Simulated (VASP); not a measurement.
Wanted: the native input for a VASP 6.6.1 run.

| Quantity | Value |
| --- | --- |
| Task | single point |
| Functional | LDA |
| Potentials or basis | VASP PAW LDA potentials, release 64 (Mg) |
| Cutoff | 520 eV |
| k mesh | 18 × 18 × 18 |
| Occupations | gaussian, width 0.15 eV |
| Spin | no spin polarisation |
| Dipole correction | no |
| Further INCAR settings | ALGO = Normal; EDIFF = 1e-06; NBANDS = 7 |

The structure of Mg lies in POSCAR:

```
Mg
1.0
    0.0000000000      2.1320432000      2.1320432000
    2.1320432000      0.0000000000      2.1320432000
    2.1320432000      2.1320432000      0.0000000000
Mg
1
Direct
    0.0000000000      0.0000000000      0.0000000000
```

This cell differs from its parent crystal: strain -0.050 along x and y, -0.050 along z.

These files were run (other wordings do the same):

INCAR

```
SYSTEM = Mg
ALGO = Normal ; EDIFF = 1E-6
ENCUT = 520 ; ISIF = 2
ISMEAR = 0 ; LASPH = .True.
LCHARG = .False. ; LREAL = .False.
LWAVE = .False. ; NBANDS = 7
NELM = 60 ; PREC = Accurate
SIGMA = 0.15
```

KPOINTS

```
k-points
0
Gamma
  18 18 18
  0 0 0
```

Potentials or basis: VASP PAW LDA potentials, release 64 (Mg).

Command:

```sh
$ cat potpaw_LDA.64/Mg/POTCAR > POTCAR
$ mpirun -np 1 vasp_std > vasp.out
```

It gave:

```
Pressure               : 5.4 GPa
Band gap on the k mesh : zero (band 1 reaches 4.56 eV, above the bottom of band 2 at 2.08 eV)
```

Caveat: the cell differs from its parent crystal (strain -0.050 along x and y, -0.050 along z).

Run time: 8.2 s on 1 thread of Intel(R) Xeon(R) Platinum 8488C (Sapphire Rapids), on a shared host, peak memory 0.14 GiB.
